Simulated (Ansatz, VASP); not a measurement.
# K in VASP and in Ansatz

The input INCAR:

```
SYSTEM = K
PREC = Accurate ; ENCUT = 520
EDIFF = 1E-6 ; ISMEAR = -1
SIGMA = 0.1 ; LREAL = .FALSE.
LASPH = .TRUE. ; NELM = 80
ALGO = Normal ; ISIF = 2
LWAVE = .FALSE. ; LCHARG = .FALSE.
GGA = PS ; NBANDS = 16
```

KPOINTS

```
Automatic mesh
0
G
  8 6 8
  0 0 0
```

Contents of POSCAR:

```
K
1.0
   -3.2915455456      3.2915455456      0.0000000000
    0.0000000000      0.0000000000      6.5830910912
    3.2915455456      3.2915455456      0.0000000000
K
2
Direct
    0.0000000000      0.0000000000      0.0000000000
    0.5000000000      0.5000000000      0.5000000000
```

Input for Ansatz:

```yaml
crystal:
  lattice:
    - [-3.2915455456, 3.2915455456, 0.0]
    - [0.0, 0.0, 6.5830910912]
    - [3.2915455456, 3.2915455456, 0.0]
  atoms:
    - { symbol: K, position: [0.0, 0.0, 0.0] }
    - { symbol: K, position: [0.5, 0.5, 0.5] }
kpoints:
  mp_grid: { grid: [8, 6, 8] }
scf:
  occupations: { method: fermi_dirac, width: 0.1 }
hamiltonian:
  xc: pbesol
  pseudopotentials: { kind: paw }
output:
  forces: true
  stress: true
  eigenvalues: true
```

Alike in both runs: task single point; functional PBEsol; k mesh 8 × 6 × 8; occupations fermi-dirac, width 0.1 eV; no spin polarisation.

```csv
,VASP,Ansatz
version,VASP 6.6.1,Ansatz 0.2.0
potentials or method,"VASP PAW PBE potentials, release 64 (K_sv)","PAW with Ansatz's default frozen-core files, scalar-relativistic"
plane-wave cutoff (eV),520,420
valence electrons in the cell,18,18
```

```csv
,VASP,Ansatz,Ansatz less VASP
pressure (GPa),0.0,0.0,+0.01
```

VASP's potentials were made for PBE, not for PBEsol.
